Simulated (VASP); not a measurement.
Se: single point with r2SCAN

Crystal: Se.

```
Se
1.0
     2.02552    1.16944    1.37831
    -2.02552    1.16944    1.37831
     0.00000   -2.33887    1.37831
Se
1
Cartesian
  0.0000 0.0000 0.0000
```

```json
{
  "Program": "VASP 6.6.1",
  "Task": "single point",
  "Functional": "r2SCAN",
  "Potentials or basis": "VASP PAW PBE potentials, release 64 (Se)",
  "Cutoff": "520 eV",
  "k mesh": "15 × 15 × 15",
  "Occupations": "gaussian, width 0.1 eV",
  "Spin": "no spin polarisation",
  "Dipole correction": "no",
  "Further INCAR settings": "ALGO = Normal; EDIFF = 1e-06; NBANDS = 9"
}
```

```
Pressure               : 10.7 GPa
Band gap on the k mesh : zero (bands 3 and 4 overlap by 6.05 eV)
```

Stress tensor (GPa, compression positive):
```
10.70  0.00  0.00
 0.00 10.70  0.00
 0.00  0.00 10.78
```

Levels at points of the mesh, in eV from the Fermi level:
| k point | band 1 | band 2 | band 3 | band 4 | band 5 | band 6 | band 7 |
| --- | --- | --- | --- | --- | --- | --- | --- |
| (0.00, 0.00, 0.00) | -17.99 | 1.22 | 2.37 | 2.37 | 8.39 | 8.39 | 9.96 |

Run time: 110 s on 1 thread of Intel(R) Xeon(R) Platinum 8259CL CPU @ 2.50GHz (Skylake/Cascade Lake), with other jobs on the host, peak memory 0.17 GiB.

Caveat: the cell stands under pressure; the PAW data sets were made with another functional, which shifts forces and pressure a little.
